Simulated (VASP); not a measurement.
# HPb32 (a cell with a defect) in VASP: a series of runs

The runs below take HPb32 (a cell with a defect) through single point, with PBE+D3(BJ).

Everything below comes from runs of VASP 6.6.1. Logs are shortened: lines on timing, memory, paths and dates and some standing lists are left out, and cuts for length are marked.

## 1. The cell of the first run

The cell holds a defect, 33 atoms: a = 9.900 Å, b = 9.900 Å, c = 9.900 Å, α = 90.00°, β = 90.00°, γ = 90.00°.

## 2. Single point, PBE+D3(BJ)

INCAR reads:

```
SYSTEM = HPb32
ALGO = Normal
EDIFF = 1E-6
ENCUT = 520
GGA = PE
ISIF = 2
ISMEAR = -1
IVDW = 12
LASPH = .TRUE.
LCHARG = .TRUE.
LELF = .TRUE.
LREAL = Auto
LVHAR = .TRUE.
LWAVE = .FALSE.
NBANDS = 246
NELM = 100
PREC = Accurate
SIGMA = 0.15
```

KPOINTS reads:

```
k-points
0
G
  1 1 1
  0 0 0
```

POSCAR reads:

```
HPb32
1.0
    9.9000000000      0.0000000000      0.0000000000
    0.0000000000      9.9000000000      0.0000000000
    0.0000000000      0.0000000000      9.9000000000
Pb H
32 1
Direct
    0.5012828283     -0.0002727273      0.0174242424
    0.7529494949      0.2572020202     -0.0093737374
    0.7607272727     -0.0287575758      0.2214848485
   -0.0139696970     -0.0163030303      0.0008080808
    0.2246565657      0.2452222222      0.0129292929
    0.5044444444      0.5013838384     -0.0253333333
    0.7146969697      0.7373838384     -0.0226161616
    0.2228080808     -0.0183939394      0.2332424242
    0.5126464646      0.2599797980      0.2609090909
    0.7170202020      0.5252525253      0.2233636364
    0.5395050505     -0.0002525253      0.5175757576
    0.7458383838      0.2486262626      0.4990303030
    0.7715959596     -0.0086262626      0.7454444444
   -0.0282424242      0.5092626263     -0.0163030303
    0.2435151515      0.7465959596     -0.0242626263
   -0.0162323232      0.2520707071      0.2369797980
    0.2764848485      0.5149797980      0.2401919192
    0.4991414141      0.7555353535      0.2687575758
   -0.0278787879     -0.0010303030      0.4338383838
    0.2279898990      0.2466565657      0.4896262626
    0.5052424242      0.4967474747      0.5061818182
    0.7508080808      0.7646666667      0.4927878788
    0.2627575758     -0.0092828283      0.7648888889
    0.5218181818      0.1832222222      0.7736161616
    0.7484242424      0.4898080808      0.7535454545
   -0.0195353535      0.7081616162      0.2396363636
    0.0119797980      0.5158686869      0.5451212121
    0.2502626263      0.7501414141      0.5222525253
   -0.0001515152      0.2805555556      0.7528282828
    0.2644242424      0.5063535354      0.7612020202
    0.4973232323      0.7792121212      0.7550909091
    0.0043737374      0.7509393939      0.7607474747
    0.5331414141      0.4717373737      0.7191919192
```

Potentials or basis: VASP PAW PBE potentials, release 64 (Pb_d, H).

On the command line:

```
$ cat potpaw_PBE.64/Pb_d/POTCAR potpaw_PBE.64/H/POTCAR > POTCAR
$ mpirun -np 1 vasp_gam > vasp.out
```

OUTCAR:

```text
SYSTEM = HPb32
   EDIFF = 1E-6
   ENCUT = 520
   GGA = PE
   ISIF = 2
   ISMEAR = -1
   IVDW = 12
   LASPH = .TRUE.
   LREAL = Auto
   NELM = 100
   PREC = Accurate
 IVDW          = 12

 ion  position               nearest neighbor table
   1  0.501  1.000  0.017-  24 3.03   3 3.28   7 3.37  31 3.39  23 3.44  18 3.47   8 3.49   9 3.53
                             2 3.57  15 3.60   5 3.66  13 3.80
   2  0.753  0.257  0.991-  24 3.22  25 3.29  14 3.31  16 3.34  29 3.40   6 3.45  10 3.53   4 3.56
                             1 3.57   9 3.58  13 3.58   3 3.64
   3  0.761  0.971  0.221-  19 2.98   4 3.12   1 3.28  22 3.38   7 3.38  18 3.39  26 3.40  16 3.55
                             2 3.64  11 3.67   9 3.79  12 3.89
   4  0.986  0.984  0.001-   3 3.12   8 3.28  13 3.30  32 3.32  15 3.47   5 3.51  16 3.54   2 3.56
                            23 3.60  26 3.61   7 3.64  29 3.83
   5  0.225  0.245  0.013-  16 3.26   8 3.40  29 3.42   4 3.51  17 3.53  23 3.54  30 3.61  14 3.63
                             1 3.66   9 3.77   6 3.77  24 3.83
   6  0.504  0.501  0.975-   7 3.13  30 3.18  10 3.25  25 3.26   2 3.45  17 3.47  31 3.51  15 3.54
                             9 3.71  24 3.73   5 3.77  18 3.85
   7  0.715  0.737  0.977-  31 3.11   6 3.13  10 3.22  25 3.32   1 3.37   3 3.38  14 3.40  13 3.45
                            32 3.58  18 3.59   4 3.64  26 3.71
   8  0.223  0.982  0.233-  19 3.18   4 3.28   5 3.40  15 3.46   1 3.49  18 3.55  16 3.57  26 3.62
                            20 3.65  28 3.68   9 3.99
   9  0.513  0.260  0.261-  12 3.30  10 3.34  21 3.38  17 3.45   1 3.53   2 3.58  20 3.62  11 3.63
[... 5 lines left out ...]
  12  0.746  0.249  0.499-  11 3.21   9 3.30  19 3.40  21 3.42  25 3.47  16 3.50  13 3.54  24 3.57
                            29 3.57  27 3.76  10 3.88   3 3.89
  13  0.772  0.991  0.745-  24 3.13  11 3.22   4 3.30  32 3.32  22 3.37  31 3.43   7 3.45  12 3.54
                             2 3.58  29 3.65  19 3.67   1 3.80
  14  0.972  0.509  0.984-  25 3.18  26 3.21  29 3.23  32 3.27   2 3.31   7 3.40  10 3.47  15 3.57
                            16 3.58   5 3.63  30 3.64  17 3.94
  15  0.244  0.747  0.976-  32 3.18  30 3.20  23 3.20  31 3.35   8 3.46   4 3.47  17 3.50   6 3.54
                            14 3.57   1 3.60  26 3.71  18 3.85
  16  0.984  0.252  0.237-  19 3.18   5 3.26   2 3.34  20 3.48  12 3.50   4 3.54   3 3.55   8 3.57
                            14 3.58  10 3.78  17 3.90  27 4.03
  17  0.276  0.515  0.240-  18 3.26   9 3.45   6 3.47  21 3.48  15 3.50  26 3.50   5 3.53  28 3.64
                            20 3.66  16 3.90  14 3.94  27 4.00
  18  0.499  0.756  0.269-  10 3.17  17 3.26  22 3.34   3 3.39   1 3.47  11 3.47  21 3.48  28 3.52
                             8 3.55   7 3.59   6 3.85  15 3.85
  19  0.972  0.999  0.434-   3 2.98  16 3.18   8 3.18  22 3.24  12 3.40  26 3.46  20 3.57  13 3.67
                            28 3.80  32 4.08
  20  0.228  0.247  0.490-  27 3.46  29 3.46  16 3.48  19 3.57   9 3.62   8 3.65  17 3.66  21 3.70
                            23 3.74  30 3.74  11 3.94  24 4.09
  21  0.505  0.497  0.506-  33 2.14   9 3.38  12 3.42  25 3.43  30 3.47  18 3.48  17 3.48  10 3.51
                            28 3.56  22 3.60  20 3.70  31 3.73  24 4.08
  22  0.751  0.765  0.493-  11 3.14  19 3.24  18 3.34  13 3.37   3 3.38  26 3.43  10 3.58  21 3.60
                            27 3.61  31 3.61  32 3.65  25 3.75
  23  0.263  0.991  0.765-  31 3.13  24 3.20  15 3.20  28 3.38   1 3.44  32 3.49   5 3.54   4 3.60
                            11 3.68  20 3.74  29 3.88
  24  0.522  0.183  0.774-   1 3.03  11 3.12  13 3.13  23 3.20   2 3.22  12 3.57   6 3.73  25 3.78
                             5 3.83  31 4.01  21 4.08  30 4.09  20 4.09
  25  0.748  0.490  0.754-  33 2.17  14 3.18  29 3.24   6 3.26   2 3.29   7 3.32  27 3.34  21 3.43
                            12 3.47  32 3.62  22 3.75  24 3.78  31 3.79
  26  0.980  0.708  0.240-  10 3.18  14 3.21   3 3.40  22 3.43  19 3.46  17 3.50  27 3.59   4 3.61
                             8 3.62   7 3.71  15 3.71  28 3.89
  27  0.012  0.516  0.545-  29 3.11  32 3.16  30 3.29  28 3.32  25 3.34  20 3.46  26 3.59  22 3.61
                            12 3.76  17 4.00  16 4.03
  28  0.250  0.750  0.522-  27 3.32  31 3.37  30 3.38  23 3.38  32 3.39  18 3.52  21 3.56  17 3.64
                             8 3.68  11 3.78  19 3.80  26 3.89
  29  1.000  0.281  0.753-  27 3.11  14 3.23  25 3.24   2 3.40   5 3.42  30 3.44  20 3.46  12 3.57
                            13 3.65   4 3.83  23 3.88
  30  0.264  0.506  0.761-   6 3.18  15 3.20  27 3.29  28 3.38  29 3.44  21 3.47  32 3.53  31 3.55
                             5 3.61  14 3.64  20 3.74  24 4.09
  31  0.497  0.779  0.755-   7 3.11  23 3.13  11 3.24  15 3.35  28 3.37   1 3.39  13 3.43   6 3.51
                            30 3.55  22 3.61  21 3.73  25 3.79  24 4.01
  32  0.004  0.751  0.761-  27 3.16  15 3.18  14 3.27   4 3.32  13 3.32  28 3.39  23 3.49  30 3.53
                             7 3.58  25 3.62  22 3.65  19 4.08
  33  0.533  0.472  0.719-  21 2.14  25 2.17

  LATTYP: Found a simple cubic cell.
 ALAT       =     9.9000000000

  Lattice vectors:

 A1 = (   9.9000000000,   0.0000000000,   0.0000000000)
 A2 = (   0.0000000000,   9.9000000000,   0.0000000000)
 A3 = (   0.0000000000,   0.0000000000,   9.9000000000)

Analysis of symmetry for initial positions (statically):
=====================================================================
 Subroutine PRICEL returns:
 Original cell was already a primitive cell.

 Routine SETGRP: Setting up the symmetry group for a
 simple cubic supercell.

 Subroutine GETGRP returns: Found  1 space group operations
 (whereof  1 operations were pure point group operations)
 out of a pool of 48 trial point group operations.
[... 107 lines left out ...]

 KPOINTS: k-points

Automatic generation of k-mesh.
 Grid dimensions read from file:
 generate k-points for:    1    1    1

 Generating k-lattice:

  Cartesian coordinates                     Fractional coordinates (reciprocal lattice)
     0.101010101  0.000000000  0.000000000     1.000000000  0.000000000  0.000000000
     0.000000000  0.101010101  0.000000000     0.000000000  1.000000000  0.000000000
     0.000000000  0.000000000  0.101010101     0.000000000  0.000000000  1.000000000

  Length of vectors
     0.101010101  0.101010101  0.101010101

  Shift w.r.t. Gamma in fractional coordinates (k-lattice)
     0.000000000  0.000000000  0.000000000

 Subroutine IBZKPT returns following result:
 ===========================================

 Found      1 irreducible k-points:

 Following reciprocal coordinates:
            Coordinates               Weight
  0.000000  0.000000  0.000000      1.000000
   k-points           NKPTS =      1   k-points in BZ     NKDIM =      1   number of bands    NBANDS=    246
   number of dos      NEDOS =    301   number of ions     NIONS =     33
   total plane-waves  NPLWV = 512000
   dimension x,y,z NGX =    80 NGY =   80 NGZ =   80
   dimension x,y,z NGXF=   160 NGYF=  160 NGZF=  160
   ions per type =              32   1
   NGX,Y,Z   is equivalent  to a cutoff of  13.43, 13.43, 13.43 a.u.
   NGXF,Y,Z  is equivalent  to a cutoff of  26.87, 26.87, 26.87 a.u.
 SYSTEM =  HPb32
   PREC   = accura    normal or accurate (medium, high low for compatibility)
   ISTART =      0    job   : 0-new  1-cont  2-samecut
   ICHARG =      2    charge: 1-file 2-atom 10-const
   ISPIN  =      1    spin polarized calculation?
   LNONCOLLINEAR =      F non collinear calculations
   LSORBIT =      F    spin-orbit coupling
   LASPH  =      T    aspherical Exc in radial PAW
   ENCUT  =  520.0 eV  38.22 Ry    6.18 a.u.  18.41 18.41 18.41*2*pi/ulx,y,z
   NELM   =    100;   NELMIN=  2; NELMDL= -5     # of ELM steps
   EDIFF  = 0.1E-05   stopping-criterion for ELM
   LREAL  =      T    real-space projection
   EDIFFG = 0.1E-04   stopping-criterion for IOM
   NSW    =      0    number of steps for IOM
   IBRION =     -1    ionic relax: 0-MD 1-quasi-New 2-CG
   NFREE  =      0    steps in history (QN), initial steepest desc. (CG)
   ISIF   =      2    stress and relaxation
   ISYM   =      2    0-nonsym 1-usesym 2-fastsym
   POTIM  = 0.5000    time-step for ionic-motion
   TEBEG  =    0.0;   TEEND  =   0.0 temperature during run
   PSTRESS=    0.0 pullay stress
   NELECT =     449.0000    total number of electrons
   NUPDOWN=      -1.0000    fix difference up-down
   EMIN   =  10.00;   EMAX   =-10.00  energy-range for DOS
   EFERMI =   0.00;   METHOD = LEGACY
   ISMEAR =    -1;   SIGMA  =   0.15  broadening in eV -4-tet -1-fermi 0-gaus
   EFERMI_NEDOS =   21; number of points for ismear=-14 and -15
   IALGO  =     38    algorithm
   IMIX   =      4    mixing-type and parameters
     AMIX     =   0.40;   BMIX     =  1.00
     AMIX_MAG =   1.60;   BMIX_MAG =  1.00
  volume/ion in A,a.u.               =      29.40       198.42
  Fermi-wavevector in a.u.,A,eV,Ry     =   1.266257  2.392878 21.815663  1.603406
  Thomas-Fermi vector in A             =   2.399467
   LORBIT       =      0    0 simple, 1 ext, 2 COOP (PROOUT), +10 PAW based schemes
   GGA     = PE    functional components
   LHFCALC =     F    Hartree Fock is set to
   AEXX    =    0.0000 exact exchange contribution
   IVDW    =    12    specifies the selected vdW correction
   LEPSILON=     F    determine dielectric tensor
   LRPA    =     F    only Hartree local field effects (RPA)
 non-spin polarized calculation
  energy-cutoff  :      520.00
  volume of cell :      970.30
 maximum number of plane-waves:     13001
 NGX is ok and might be reduce to    80
   NGX = 37   NGY = 37   NGZ = 37

 number of electron     449.0000018 magnetization

 Free energy of the ion-electron system (eV)
  ---------------------------------------------------
  ext. energy  EPLUGINS =         0.00000000
  ---------------------------------------------------
  free energy    TOTEN  =      -109.62855536 eV

  energy without entropy =     -108.84696215  energy(sigma->0) =     -109.23775875

 E-fermi :   7.1142     XC(G=0): -10.1500

 val. band max:        6.6756005732   @ k =   0.0000   0.0000   0.0000
 cond. band min:       7.3851239626   @ k =   0.0000   0.0000   0.0000
 fundamental gap:      0.7095233894
 Fermi energy:         7.1141519006

 k-point     1 :       0.0000    0.0000    0.0000
  band No.  band energies     occupation
      1     -10.0101      2.00000
      2      -9.9880      2.00000
      3      -9.9772      2.00000
      4      -9.9604      2.00000
      5      -9.9473      2.00000
      6      -9.9300      2.00000
[... 228 lines left out ...]
    235       7.8690      0.01296
    236       7.9168      0.00944
 [bands above 236 left out]

------------------------ aborting loop because EDIFF is reached ----------------------------------------

 Edisp (eV)  -13.25575

 E8    (eV) :    -6.7032

  FORCE on cell =-STRESS in cart. coord.  units (eV):
  Direction    XX          YY          ZZ          XY          YZ          ZX
  --------------------------------------------------------------------------------------
  -------------------------------------------------------------------------------------
  Total      22.52966    17.26216    24.03114     2.27681     0.77125     3.58332
  in kB      37.20143    28.50363    39.68070     3.75951     1.27351     5.91684
  external pressure =       35.13 kB  Pullay stress =        0.00 kB

 VOLUME and BASIS-vectors are now :
 -----------------------------------------------------------------------------
  energy-cutoff  :      520.00
  volume of cell :      970.30
      direct lattice vectors                 reciprocal lattice vectors
     9.900000000  0.000000000  0.000000000     0.101010101  0.000000000  0.000000000
     0.000000000  9.900000000  0.000000000     0.000000000  0.101010101  0.000000000
     0.000000000  0.000000000  9.900000000     0.000000000  0.000000000  0.101010101

 POSITION                                       TOTAL-FORCE (eV/Angst)
 -----------------------------------------------------------------------------------
      4.96270      9.89730      0.17250        -0.338257     -0.283016      0.372020
      7.45420      2.54630      9.80720        -0.139718     -0.090164      0.252563
      7.53120      9.61530      2.19270        -0.015203     -0.127834     -0.353978
      9.76170      9.73860      0.00800         0.340188     -0.011960      0.586363
      2.22410      2.42770      0.12800         0.220982     -0.146826     -0.034986
      4.99400      4.96370      9.64920        -0.281126     -0.507913      0.133954
[... 25 lines left out ...]
      0.04330      7.43430      7.53140        -0.310684     -0.010348     -0.072830
      5.27810      4.67020      7.12000        -0.454664      0.154980      0.196598
 -----------------------------------------------------------------------------------
    total drift:                               -0.014932      0.015020      0.014424

  FREE ENERGIE OF THE ION-ELECTRON SYSTEM (eV)
  ---------------------------------------------------
  free  energy   TOTEN  =      -122.8843086254 eV

  energy  without entropy=     -122.1027154191  energy(sigma->0) =     -122.49351202
```

Run time: 8.1 min. Hardware: 1 thread of Intel Xeon Platinum 8488C (Sapphire Rapids), shared host; peak memory 0.94 GiB.

Results:

```yaml
Free_energy: -122.8843 eV
Pressure: 3.5 GPa
Largest_force: 0.806 eV/Å
Dispersion_energy_per_atom: -0.402 eV
```

Forces in eV/Å, atoms in the order of the input:
```
Pb  -0.338 -0.283  0.372
Pb  -0.140 -0.090  0.253
Pb  -0.015 -0.128 -0.354
Pb   0.340 -0.012  0.586
Pb   0.221 -0.147 -0.035
Pb  -0.281 -0.508  0.134
Pb   0.582  0.372  0.118
Pb  -0.223 -0.068 -0.280
Pb  -0.158  0.415 -0.339
Pb  -0.377 -0.337  0.142
Pb  -0.617 -0.011 -0.518
Pb   0.311  0.091  0.221
Pb   0.427 -0.007  0.001
Pb   0.404  0.154 -0.122
Pb   0.179  0.233  0.557
Pb   0.028  0.161 -0.110
Pb   0.451 -0.185  0.109
Pb  -0.144 -0.022 -0.180
Pb   0.288 -0.174  0.397
Pb   0.035  0.138 -0.328
Pb  -0.183  0.009  0.045
Pb   0.030 -0.595  0.277
Pb  -0.347  0.388  0.019
Pb  -0.047  0.588 -0.129
Pb  -0.190  0.057 -0.522
Pb   0.338  0.257  0.123
Pb  -0.013  0.123 -0.320
Pb   0.025  0.102 -0.180
Pb   0.039 -0.483  0.338
Pb   0.053 -0.357 -0.275
Pb   0.085  0.174 -0.125
Pb  -0.311 -0.010 -0.073
H   -0.455  0.155  0.197
```

Caveat: the k points lie up to 0.63 Å⁻¹ apart; spin-orbit coupling is left out, which moves the levels of the heavy elements.

(Continued in part 2 of 2.)
